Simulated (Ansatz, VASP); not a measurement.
## O: VASP beside Ansatz

File INCAR:

```
PREC     = Accurate       # precision mode
ENCUT    = 520            # plane-wave cutoff, eV
EDIFF    = 1E-6           # SCF threshold, eV
ISMEAR   = 0              # smearing method
SIGMA    = 0.15           # smearing width, eV
LREAL    = False          # projectors in reciprocal space
LASPH    = True           # aspherical terms in the spheres
NELM     = 100            # most SCF steps
ALGO     = Normal         # electronic algorithm
ISIF     = 2              # what is computed and relaxed
LWAVE    = False          # write WAVECAR
LCHARG   = True           # write CHGCAR
GGA      = PS             # functional
LELF     = True           # ELF
LVHAR    = True         
NBANDS   = 13             # bands
```

Contents of KPOINTS:

```
regular mesh
0
Gamma
  22 22 22
```

File POSCAR:

```
O
1.0
    0.0000000000      1.6304652438      4.9618912052
    1.6360552858      0.0000000000      4.9618912052
    1.6360552858      1.6304652438      0.0000000000
O
2
Direct
    0.0675080576      0.0675080576      0.9324919424
    0.9324919424      0.9324919424      0.0675080576
```

Input for Ansatz:

```yaml
crystal:
  lattice:
    - [0.0, 1.6304652438, 4.9618912052]
    - [1.6360552858, 0.0, 4.9618912052]
    - [1.6360552858, 1.6304652438, 0.0]
  atoms:
    - { symbol: O, position: [0.0675080576, 0.0675080576, 0.9324919424] }
    - { symbol: O, position: [0.9324919424, 0.9324919424, 0.0675080576] }
basis:
  ecutwfc: 520.0
kpoints:
  mp_grid: { grid: [22, 22, 22] }
hamiltonian:
  xc: pbesol
scf:
  occupations: { method: gaussian, width: 0.15 }
output:
  forces: true
  stress: true
  eigenvalues: true
```

Change from the starting cell: volume 13.236 Å^3 an atom, stretch along c over the lengths across it, relative to the relaxed cell 1.1282.

Alike in both runs: task single point; functional PBEsol; k mesh 22 × 22 × 22; occupations gaussian, width 0.15 eV; no spin polarisation.

|  | VASP | Ansatz |
| --- | --- | --- |
| version | VASP 6.6.1 | Ansatz 0.2.0 |
| potentials or method | VASP PAW PBE potentials, release 64 (O), cutoff 520 eV | scalar-relativistic, plane waves, PAW |
| valence electrons in the cell | 12 | 12 |

Ansatz gave:

- gap on the k mesh at the Fermi level (eV): none
- pressure (GPa): -15.3
- traceless stress, the component that is largest in VASP (GPa): -36.48
- rms of the force components (eV/Å): 3.681

Task: Estimate VASP's values.

Result: gap on the k mesh at the Fermi level (eV): none; pressure (GPa): -14.1; traceless stress, the component that is largest in VASP (GPa): -33.55; rms of the force components (eV/Å): 3.365.

VASP's potentials were made for PBE, not for PBEsol. Atom by atom the forces differ by 0.316 eV/Å (rms over components). A gap of «none» marks a metal or a gap that the smearing closes.

Noted on VASP's run: spin is off for a triplet molecule.
